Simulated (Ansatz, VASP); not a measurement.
## One calculation of Ta, two programs

Contents of INCAR:

```
SYSTEM = Ta
ALGO = Fast ; EDIFF = 1E-7
ENCUT = 520 ; GGA = PE
ISIF = 2 ; ISMEAR = 0
LASPH = .TRUE. ; LCHARG = .TRUE.
LELF = .TRUE. ; LREAL = .FALSE.
LVHAR = .TRUE. ; LWAVE = .FALSE.
NBANDS = 18 ; NELM = 80
PREC = Accurate ; SIGMA = 0.15
```

Contents of KPOINTS:

```
k-points
0
G
  21 21 10
  0 0 0
```

The input POSCAR:

```
Ta
1.0
    2.9821153548      0.0000000000      0.0000000000
   -1.4910576774      2.5825876543      0.0000000000
    0.0000000000      0.0000000000      4.8869285271
Ta
2
Direct
    0.6666666667      0.3333333333      0.7500000000
    0.3333333333      0.6666666667      0.2500000000
```

Input for Ansatz:

```yaml
crystal:
  lattice:
    - [2.9821153548, 0.0, 0.0]
    - [-1.4910576774, 2.5825876543, 0.0]
    - [0.0, 0.0, 4.8869285271]
  atoms:
    - { symbol: Ta, position: [0.6666666667, 0.3333333333, 0.75] }
    - { symbol: Ta, position: [0.3333333333, 0.6666666667, 0.25] }
basis:
  ecutwfc: 420
kpoints:
  mp_grid: { grid: [21, 21, 10] }
hamiltonian:
  xc: pbe
scf:
  occupations: { method: gaussian, width: 0.15 }
output:
  forces: true
  stress: true
  eigenvalues: true
```

Alike in both runs: task single point; functional PBE; k mesh 21 × 21 × 10; occupations gaussian, width 0.15 eV; no spin polarisation.

|  | VASP | Ansatz |
| --- | --- | --- |
| version | VASP 6.6.1 | Ansatz 0.2.0 |
| potentials or method | VASP PAW PBE potentials, release 64 (Ta_pv), cutoff 520 eV | scalar-relativistic, plane waves, PAW |
| valence electrons in the cell | 22 | 26 |

```tsv
	VASP	Ansatz	Ansatz less VASP
gap on the k mesh at the Fermi level (eV)	none	none	-
pressure (GPa)	-0.9	-0.9	-0.04
traceless stress, the component that is largest in VASP (GPa)	7.23	7.21	-0.023
```

A gap of «none» marks a metal or a gap that the smearing closes. VASP's potentials hold 22 valence electrons a cell and Ansatz's 26, so a difference there can come from the potentials and not from the codes.

Neither program's run includes spin-orbit coupling.
